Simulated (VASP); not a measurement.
**K: single point with PBE**

K:

```xyz
1
Lattice="3.1701 0.0000 0.0000 0.0000 3.1701 0.0000 0.0000 0.0000 3.1701" Properties=species:S:1:pos:R:3 pbc="T T T"
K     0.0000    0.0000    0.0000
```

This cell differs from its parent crystal: volume scaled by 0.4.

```yaml
Program: VASP 6.6.1
Task: single point
Functional: PBE
Potentials_or_basis: VASP PAW PBE potentials, release 64 (K_sv)
Cutoff: 520 eV
k_mesh: 10 × 10 × 10
Occupations: fermi-dirac, width 0.08 eV
Spin: no spin polarisation
Dipole_correction: no
Further_INCAR_settings: ALGO = Normal; EDIFF = 1e-07; NBANDS = 10
```

```json
{
 "Pressure": "12.2 GPa"
}
```

Levels at points of the mesh, in eV from the Fermi level:
| k point | band 2 | band 3 | band 4 | band 5 | band 6 | band 7 | band 8 | band 9 |
| --- | --- | --- | --- | --- | --- | --- | --- | --- |
| (0.00, 0.00, 0.00) | -15.47 | -15.47 | -15.47 | -3.10 | 2.50 | 2.50 | 8.64 | 8.64 |
| (0.50, 0.00, 0.00) | -16.62 | -15.36 | -15.36 | 0.58 | 0.93 | 3.50 | 5.75 | 5.75 |
| (0.50, 0.50, 0.00) | -16.40 | -16.40 | -15.26 | -0.31 | 3.41 | 5.19 | 5.19 | 6.52 |
| (0.50, 0.50, 0.50) | -16.22 | -16.22 | -16.22 | 1.63 | 1.63 | 1.63 | 5.78 | 10.49 |

Run time: 13 s on 1 thread of AMD EPYC 7R43 64-Core Processor (Zen 3), with other jobs on the host, peak memory 0.11 GiB.
